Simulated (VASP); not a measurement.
Here is a VASP 6.6.1 calculation.

INCAR

```
SYSTEM = LaScF2
PREC = Accurate ; ENCUT = 520
EDIFF = 1E-7 ; ISMEAR = 0
SIGMA = 0.1 ; LREAL = .FALSE.
LASPH = .TRUE. ; NELM = 100
ALGO = Normal ; ISIF = 2
LWAVE = .FALSE. ; LCHARG = .TRUE.
GGA = PE ; LELF = .TRUE.
LVHAR = .TRUE. ; NBANDS = 26
```

Contents of KPOINTS:

```
regular mesh
0
G
  12 12 6
  0 0 0
```

POSCAR

```
LaScF2
1.0
    3.6913802400      0.0000000000      0.0000000000
   -1.8456901200      3.1968290629      0.0000000000
    0.0000000000      0.0000000000      8.6938037197
La Sc F
1 1 2
Direct
    0.0000000000      0.0000000000      0.5000000000
    0.0000000000      0.0000000000      0.0000000000
    0.0000000000      0.0000000000      0.2311508264
    0.0000000000      0.0000000000      0.7688491736
```

Potentials or basis: VASP PAW PBE potentials, release 64 (La, Sc_sv, F).

Command:

```bash
$ cat potpaw_PBE.64/La/POTCAR potpaw_PBE.64/Sc_sv/POTCAR potpaw_PBE.64/F/POTCAR > POTCAR
$ mpirun -np 1 vasp_std > vasp.out
```

Question: Predict the pressure.

Answer: 0.0 GPa.

Question: Predict the band gap on the k mesh.

Answer: Zero (band 18 reaches 4.29 eV, above the bottom of band 19 at 3.95 eV).

Question: What does it give for the largest force?

Answer: 0.115 eV/Å.

Stress tensor (GPa, compression positive):
```
-0.14  0.00  0.00
 0.00 -0.14  0.00
 0.00  0.00  0.32
```

Caveat: spin-orbit coupling is left out, which moves the levels of the heavy elements.
